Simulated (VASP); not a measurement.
# Al8N in VASP: further runs

Runs on Al8N. Level: PBE. Tasks: single point.

Program: VASP 6.6.1. These are calculated values, not measurements. Logs are shortened: lines on timing, memory, paths and dates and some standing lists are left out, and cuts for length are marked.

## (1) The cell of the first run

The cell holds a slab with vacuum, 9 atoms: a = 2.854 Å, b = 2.854 Å, c = 33.476 Å, α = 90.00°, β = 90.00°, γ = 120.00°.

## (2) Single point, PBE

INCAR

```
ALGO     = Normal         # electronic algorithm
DIPOL    = 0.5 0.5 0.395
EDIFF    = 1E-6           # SCF threshold, eV
ENCUT    = 520            # plane-wave cutoff, eV
GGA      = PE             # functional
IDIPOL   = 3            
ISIF     = 2              # what is computed and relaxed
ISMEAR   = 0              # smearing method
LASPH    = True           # aspherical terms in the spheres
LCHARG   = False          # write CHGCAR
LDIPOL   = True         
LREAL    = False          # projectors in reciprocal space
LWAVE    = False          # write WAVECAR
NBANDS   = 24             # bands
NELM     = 100            # most SCF steps
PREC     = Accurate       # precision mode
SIGMA    = 0.1            # smearing width, eV
```

KPOINTS

```
k-points
0
Gamma
  9 9 1
```

POSCAR

```
Al8N
1.0
    2.8543223330      0.0000000000      0.0000000000
   -1.4271611665      2.4719156510      0.0000000000
    0.0000000000      0.0000000000     33.4760593533
Al N
8 1
Direct
    0.3333333333      0.6666666667      0.1194883770
    0.0000000000      0.0000000000      0.1895622803
    0.6666666667      0.3333333333      0.2596361837
    0.0000000000      0.0000000000      0.3297100869
    0.3333333333      0.6666666667      0.3992195594
    0.0000000000      0.0000000000      0.4696536480
    0.6666666667      0.3333333333      0.5400996810
    0.0000000000      0.0000000000      0.6116627748
    0.6666666667     -0.6666666667      0.6394438224
```

Potentials or basis: VASP PAW PBE potentials, release 64 (Al, N).

Run with:

```bash
cat potpaw_PBE.64/Al/POTCAR potpaw_PBE.64/N/POTCAR > POTCAR
mpirun -np 1 vasp_std > vasp.out
```

OUTCAR:

```text
EDIFF = 1E-6
   ENCUT = 520
   GGA = PE
   ISIF = 2
   ISMEAR = 0
   LASPH = True
   LREAL = False
   NELM = 100
   PREC = Accurate

 ion  position               nearest neighbor table
   1  0.333  0.667  0.119-   2 2.87   2 2.87   2 2.87
   2  0.000  0.000  0.190-   1 2.87   1 2.87   1 2.87   3 2.87   3 2.87   3 2.87
   3  0.667  0.333  0.260-   4 2.87   4 2.87   4 2.87   2 2.87   2 2.87   2 2.87
   4  0.000  0.000  0.330-   5 2.85   5 2.85   5 2.85   3 2.87   3 2.87   3 2.87
   5  0.333  0.667  0.399-   4 2.85   4 2.85   4 2.85   6 2.88   6 2.88   6 2.88
   6  0.000  0.000  0.470-   5 2.88   5 2.88   5 2.88   7 2.88   7 2.88   7 2.88
   7  0.667  0.333  0.540-   6 2.88   6 2.88   6 2.88   8 2.91   8 2.91   8 2.91
   8  0.000  0.000  0.612-   9 1.89   9 1.89   9 1.89   7 2.91   7 2.91   7 2.91
   9  0.667  0.333  0.639-   8 1.89   8 1.89   8 1.89

  LATTYP: Found a hexagonal cell.
 ALAT       =     2.8543223330
 C/A-ratio  =    11.7281986573

  Lattice vectors:

 A1 = (   2.8543223330,   0.0000000000,   0.0000000000)
 A2 = (  -1.4271611665,   2.4719156510,   0.0000000000)
 A3 = (   0.0000000000,   0.0000000000,  33.4760593533)

Analysis of symmetry for initial positions (statically):
=====================================================================
 Subroutine PRICEL returns:
 Original cell was already a primitive cell.

 Routine SETGRP: Setting up the symmetry group for a
 hexagonal supercell.

 Subroutine GETGRP returns: Found  6 space group operations
 (whereof  6 operations were pure point group operations)
 out of a pool of 24 trial point group operations.

The static configuration has the point symmetry C_3v.

Analysis of symmetry for dynamics (positions and initial velocities):
=====================================================================
 Subroutine PRICEL returns:
 Original cell was already a primitive cell.

 Routine SETGRP: Setting up the symmetry group for a
 hexagonal supercell.

 Subroutine GETGRP returns: Found  6 space group operations
 (whereof  6 operations were pure point group operations)
 out of a pool of 24 trial point group operations.

The dynamic configuration has the point symmetry C_3v.

 Subroutine INISYM returns: Found  6 space group operations
 (whereof  6 operations are pure point group operations),
 and found     1 'primitive' translations

----------------------------------------------------------------------------------------

                                     Primitive cell

  volume of cell :     236.1952

  direct lattice vectors                    reciprocal lattice vectors
     2.854322333  0.000000000  0.000000000     0.350345856  0.202272274  0.000000000
[... 106 lines left out ...]
     AMIX     =   0.40;   BMIX     =  1.00
     AMIX_MAG =   1.60;   BMIX_MAG =  1.00
  volume/ion in A,a.u.               =      26.24       177.10
  Fermi-wavevector in a.u.,A,eV,Ry     =   0.813674  1.537621  9.007949  0.662066
  Thomas-Fermi vector in A             =   1.923442
   LORBIT       =      0    0 simple, 1 ext, 2 COOP (PROOUT), +10 PAW based schemes
   GGA     = PE    functional components
   LHFCALC =     F    Hartree Fock is set to
   AEXX    =    0.0000 exact exchange contribution
   IVDW    =     0    specifies the selected vdW correction
   LEPSILON=     F    determine dielectric tensor
   LRPA    =     F    only Hartree local field effects (RPA)
 non-spin polarized calculation
 Gauss-broadening in eV      SIGMA  =   0.10
  energy-cutoff  :      520.00
  volume of cell :      236.20
 maximum number of plane-waves:      6403
 NGX is ok and might be reduce to    24
   NGX = 11   NGY = 11   NGZ =125

 dipolmoment           0.000000      0.000000     -0.025047 electrons x Angstroem

 number of electron      28.9999999 magnetization

 dipolmoment           0.000000      0.000000      0.143234 electrons x Angstroem

 Free energy of the ion-electron system (eV)
  ---------------------------------------------------
  ext. energy  EPLUGINS =         0.00000000
  ---------------------------------------------------
  free energy    TOTEN  =       -37.19892537 eV

  energy without entropy =      -37.17077103  energy(sigma->0) =      -37.18484820

 E-fermi :   1.9814     XC(G=0):  -6.4778

 val. band max:        1.9706980448   @ k =   0.3333   0.2222   0.0000
 cond. band min:       1.9911780892   @ k =   0.1111   0.0000   0.0000
 fundamental gap:      0.0204800444
 Fermi energy:         1.9814193808

 k-point     1 :       0.0000    0.0000    0.0000
  band No.  band energies     occupation
      1     -12.7898      2.00000
      2      -9.0550      2.00000
      3      -8.6956      2.00000
      4      -8.1671      2.00000
      5      -7.3817      2.00000
      6      -6.4471      2.00000
[... 313 lines left out ...]
     23       3.7223      0.00000
     24       3.9543      0.00000

------------------------ aborting loop because EDIFF is reached ----------------------------------------

 vacuum level on the upper side and lower side of the slab       (xc-potential included)         1.647        -2.011

  FORCE on cell =-STRESS in cart. coord.  units (eV):
  Direction    XX          YY          ZZ          XY          YZ          ZX
  --------------------------------------------------------------------------------------
  -------------------------------------------------------------------------------------
  Total        1.7926105      1.7926105     -1.8537327     -0.0000000      0.0000000      0.0000000
  in kB       12.1597747     12.1597747    -12.5743834     -0.0000000      0.0000000      0.0000000
  external PRESSURE =       3.9150553 kB  Pullay stress =       0.0000000 kB

 VOLUME and BASIS-vectors are now :
 -----------------------------------------------------------------------------
  energy-cutoff  :      520.00
  volume of cell :      236.20
      direct lattice vectors                 reciprocal lattice vectors
     2.854322333  0.000000000  0.000000000     0.350345856  0.202272274  0.000000000
    -1.427161166  2.471915651  0.000000000     0.000000000  0.404544548  0.000000000
     0.000000000  0.000000000 33.476059353     0.000000000  0.000000000  0.029872094

 POSITION                                       TOTAL-FORCE (eV/Angst)
 -----------------------------------------------------------------------------------
     -0.00000      1.64794      4.00000         0.000000     -0.000000     -0.051883
      0.00000      0.00000      6.34580         0.000000     -0.000000      0.030044
      1.42716      0.82397      8.69160         0.000000     -0.000000     -0.059299
      0.00000      0.00000     11.03739         0.000000     -0.000000     -0.062681
     -0.00000      1.64794     13.36430        -0.000000     -0.000000      0.184234
      0.00000      0.00000     15.72215        -0.000000      0.000000     -0.115742
      1.42716      0.82397     18.08041        -0.000000     -0.000000     -0.103961
      0.00000      0.00000     20.47606         0.000000      0.000000      3.465591
      1.42716      0.82397     21.40606         0.000000     -0.000000     -3.286303
 -----------------------------------------------------------------------------------
    total drift:                               -0.000000      0.000000      0.000273

  FREE ENERGIE OF THE ION-ELECTRON SYSTEM (eV)
  ---------------------------------------------------
  free  energy   TOTEN  =       -37.1989253720 eV

  energy  without entropy=      -37.1707710328  energy(sigma->0) =      -37.18484820

 vacuum level on the upper side and lower side of the slab         9.622         5.899
```

OSZICAR:

```text
N       E                     dE             d eps       ncg     rms          rms(c)
DAV:   1     0.913352234354E+02    0.91335E+02   -0.10024E+04   584   0.912E+02
DAV:   2    -0.284248698307E+02   -0.11976E+03   -0.10930E+03   792   0.157E+02
DAV:   3    -0.414135083280E+02   -0.12989E+02   -0.12727E+02   816   0.490E+01
[... 29 lines left out ...]
DAV:  33    -0.371989164021E+02   -0.70178E-05   -0.70881E-07   480   0.365E-03    0.111E-02
DAV:  34    -0.371989220269E+02   -0.56248E-05   -0.80171E-07   456   0.311E-03    0.747E-03
DAV:  35    -0.371989233881E+02   -0.13612E-05   -0.16537E-07   464   0.184E-03    0.709E-03
DAV:  36    -0.371989246884E+02   -0.13003E-05   -0.13789E-07   384   0.156E-03    0.496E-03
DAV:  37    -0.371989253720E+02   -0.68365E-06   -0.58773E-08   408   0.109E-03
   1 F= -.37198925E+02 E0= -.37184848E+02  d E =-.281543E-01
```

stdout:

```text
POSCAR found type information on POSCAR AlN
 POSCAR found :  2 types and       9 ions
 scaLAPACK will be used
 LDA part: xc-table for (Slater+PW92), standard interpolation
 POSCAR, INCAR and KPOINTS ok, starting setup
 FFT: planning ... GRIDC
 FFT: planning ... GRID_SOFT
 FFT: planning ... GRID
 WAVECAR not read
 entering main loop
```

Run time: 6.5 min. Hardware: 1 thread of AMD EPYC 7R43 (Zen 3), shared host; peak memory 0.31 GiB.

What came out:

```yaml
Free_energy: -37.1989 eV
Largest_force: 3.466 eV/Å
```

Forces on the atoms (eV/Å):
```
Al   0.000  0.000 -0.052
Al   0.000  0.000  0.030
Al   0.000  0.000 -0.059
Al   0.000  0.000 -0.063
Al   0.000  0.000  0.184
Al   0.000  0.000 -0.116
Al   0.000  0.000 -0.104
Al   0.000  0.000  3.466
N    0.000  0.000 -3.286
```

Levels at points of the mesh, in eV from the Fermi level:
```csv
k point,band 10,band 11,band 12,band 13,band 14,band 15,band 16,band 17
"(0.00, 0.00, 0.00)",-3.25,-1.82,-0.31,0.48,0.48,1.36,2.97,4.09
```

## (3) Single point, PBE

INCAR

```
  ALGO = Normal
  DIPOL = 0.5 0.5 0.398
  EDIFF = 1E-7
  ENCUT = 520
  GGA = PE
  IDIPOL = 3
  ISIF = 2
  ISMEAR = 0
  LASPH = T
  LCHARG = T
  LDIPOL = T
  LELF = T
  LREAL = F
  LVACPOTAV = T
  LVHAR = T
  LWAVE = F
  NBANDS = 24
  NELM = 80
  PREC = Accurate
  SIGMA = 0.1
```

KPOINTS is that of step 2.

POSCAR: that of step 2 with these lines changed.

```diff
@@ -16,2 +16,2 @@
     0.0000000000      0.0000000000      0.6116627748
-    0.6666666667     -0.6666666667      0.6394438224
+    0.6666666667     -0.6666666667      0.6621466141
```

Potentials or basis: VASP PAW PBE potentials, release 64 (Al, N).

Run with:

```bash
cat potpaw_PBE.64/Al/POTCAR potpaw_PBE.64/N/POTCAR > POTCAR
mpirun -np 1 vasp_std > vasp.out
```

OUTCAR:

```text
EDIFF = 1E-7
   ENCUT = 520
   GGA = PE
   ISIF = 2
   ISMEAR = 0
   LASPH = T
   LREAL = F
   NELM = 80
   PREC = Accurate

 ion  position               nearest neighbor table
   1  0.333  0.667  0.119-   2 2.87   2 2.87   2 2.87
   2  0.000  0.000  0.190-   1 2.87   1 2.87   1 2.87   3 2.87   3 2.87   3 2.87
   3  0.667  0.333  0.260-   4 2.87   4 2.87   4 2.87   2 2.87   2 2.87   2 2.87
   4  0.000  0.000  0.330-   5 2.85   5 2.85   5 2.85   3 2.87   3 2.87   3 2.87
   5  0.333  0.667  0.399-   4 2.85   4 2.85   4 2.85   6 2.88   6 2.88   6 2.88
   6  0.000  0.000  0.470-   5 2.88   5 2.88   5 2.88   7 2.88   7 2.88   7 2.88
   7  0.667  0.333  0.540-   6 2.88   6 2.88   6 2.88   8 2.91   8 2.91   8 2.91
[... 533 lines left out ...]
 -----------------------------------------------------------------------------
  energy-cutoff  :      520.00
  volume of cell :      236.20
      direct lattice vectors                 reciprocal lattice vectors
     2.854322333  0.000000000  0.000000000     0.350345856  0.202272274  0.000000000
    -1.427161166  2.471915651  0.000000000     0.000000000  0.404544548  0.000000000
     0.000000000  0.000000000 33.476059353     0.000000000  0.000000000  0.029872094

 POSITION                                       TOTAL-FORCE (eV/Angst)
 -----------------------------------------------------------------------------------
     -0.00000      1.64794      4.00000         0.000000     -0.000000     -0.097424
      0.00000      0.00000      6.34580         0.000000     -0.000000      0.038835
      1.42716      0.82397      8.69160         0.000000     -0.000000      0.020905
      0.00000      0.00000     11.03739         0.000000      0.000000     -0.026553
     -0.00000      1.64794     13.36430         0.000000     -0.000000      0.138025
      0.00000      0.00000     15.72215         0.000000     -0.000000     -0.082701
      1.42716      0.82397     18.08041         0.000000     -0.000000      0.117197
      0.00000      0.00000     20.47606         0.000000     -0.000000      3.355879
      1.42716      0.82397     22.16606        -0.000000      0.000000     -3.464162
 -----------------------------------------------------------------------------------
    total drift:                               -0.000000      0.000000     -0.000375

  FREE ENERGIE OF THE ION-ELECTRON SYSTEM (eV)
  ---------------------------------------------------
  free  energy   TOTEN  =       -34.4233911024 eV

  energy  without entropy=      -34.4004206976  energy(sigma->0) =      -34.41190590

 vacuum level on the upper side and lower side of the slab         9.930         6.187
```

OSZICAR:

```text
N       E                     dE             d eps       ncg     rms          rms(c)
DAV:   1     0.812512633384E+02    0.81251E+02   -0.99253E+03   576   0.911E+02
DAV:   2    -0.247803579284E+02   -0.10603E+03   -0.97829E+02   800   0.151E+02
DAV:   3    -0.355764920710E+02   -0.10796E+02   -0.97211E+01   800   0.406E+01
[... 33 lines left out ...]
DAV:  37    -0.344233914993E+02    0.95796E-06   -0.23178E-06   752   0.718E-03    0.474E-03
DAV:  38    -0.344233910704E+02    0.42895E-06   -0.64694E-07   760   0.337E-03    0.459E-03
DAV:  39    -0.344233905835E+02    0.48686E-06   -0.14109E-07   600   0.160E-03    0.461E-03
DAV:  40    -0.344233910300E+02   -0.44651E-06   -0.92012E-07   656   0.355E-03    0.559E-03
DAV:  41    -0.344233911024E+02   -0.72344E-07   -0.72893E-08   488   0.118E-03
   1 F= -.34423391E+02 E0= -.34411906E+02  d E =-.229704E-01
```

stdout:

```text
POSCAR found type information on POSCAR AlN
 POSCAR found :  2 types and       9 ions
 scaLAPACK will be used
 LDA part: xc-table for (Slater+PW92), standard interpolation
 POSCAR, INCAR and KPOINTS ok, starting setup
 FFT: planning ... GRIDC
 FFT: planning ... GRID_SOFT
 FFT: planning ... GRID
 WAVECAR not read
 entering main loop
 -----------------------------------------------------------------------------
|                                                                             |
|           W    W    AA    RRRRR   N    N  II  N    N   GGGG   !!!           |
|           W    W   A  A   R    R  NN   N  II  NN   N  G    G  !!!           |
|           W    W  A    A  R    R  N N  N  II  N N  N  G       !!!           |
|           W WW W  AAAAAA  RRRRR   N  N N  II  N  N N  G  GGG   !            |
|           WW  WW  A    A  R   R   N   NN  II  N   NN  G    G                |
|           W    W  A    A  R    R  N    N  II  N    N   GGGG   !!!           |
|                                                                             |
|     Did not find any points to average over, which means that no vacuum     |
|     field-free region was found. Please increase the size of  your cell     |
|     in the dimension of the dipole correction to obtain accurate            |
|     workfunction values.                                                    |
|                                                                             |
 -----------------------------------------------------------------------------
```

Run time: 8.1 min. Hardware: 1 thread of AMD EPYC 7R43 (Zen 3), shared host; peak memory 0.31 GiB.

What came out:

```
Free energy   : -34.4234 eV
Largest force : 3.464 eV/Å
```

Forces on the atoms (eV/Å):
```
Al   0.000  0.000 -0.097
Al   0.000  0.000  0.039
Al   0.000  0.000  0.021
Al   0.000  0.000 -0.027
Al   0.000  0.000  0.138
Al   0.000  0.000 -0.083
Al   0.000  0.000  0.117
Al   0.000  0.000  3.356
N    0.000  0.000 -3.464
```

Levels at points of the mesh, in eV from the Fermi level:
| k point | band 9 | band 10 | band 11 | band 12 | band 13 | band 14 | band 15 | band 16 | band 17 | band 18 |
| --- | --- | --- | --- | --- | --- | --- | --- | --- | --- | --- |
| (0.00, 0.00, 0.00) | -5.07 | -3.77 | -2.31 | -0.87 | 0.67 | 1.15 | 1.15 | 2.27 | 3.62 | 4.62 |
